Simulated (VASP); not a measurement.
BiP:

```
Bi P
1.0
     3.57376    0.00000    0.00000
     0.00000    3.57376    0.00000
     0.00000    0.00000    3.57376
Bi P
1 1
Direct
  0.00000 0.00000 0.00000
  0.50000 0.50000 0.50000
```

Base run:

| Property | Result |
| --- | --- |
| Program | VASP 6.6.1 |
| Functional | r2SCAN |
| Potentials or basis | VASP PAW PBE potentials, release 64 (Bi_d, P) |
| Cutoff | 520 eV |
| k mesh | 10 × 10 × 10 |
| Occupations | tetrahedron |
| Spin | no spin polarisation |

Its results: band gap on the k mesh zero (bands 10 and 11 overlap by 3.31 eV); pressure 0.8 GPa.

Task: After a change of settings the same cell gave: band gap on the k mesh zero (bands 10 and 11 overlap by 3.29 eV); pressure -0.8 GPa. Which change was it?
A. occupations from tetrahedron to gaussian, width 0.05 eV; further incar settings from ALGO = Normal; EDIFF = 1e-07; NBANDS = 17 to ALGO = Normal; EDIFF = 1e-06; NBANDS = 17
B. further incar settings from ALGO = Normal; EDIFF = 1e-07; NBANDS = 17 to ALGO = Normal; EDIFF = 1e-06; NBANDS = 17; dispersion from none to D4
C. occupations from tetrahedron to gaussian, width 0.05 eV

Result: B.

Caveats: the PAW data sets were made with another functional, which shifts forces and pressure a little; spin-orbit coupling is left out, which moves the levels of the heavy elements; tetrahedron occupations give inexact forces and stress in metals (at least some runs).
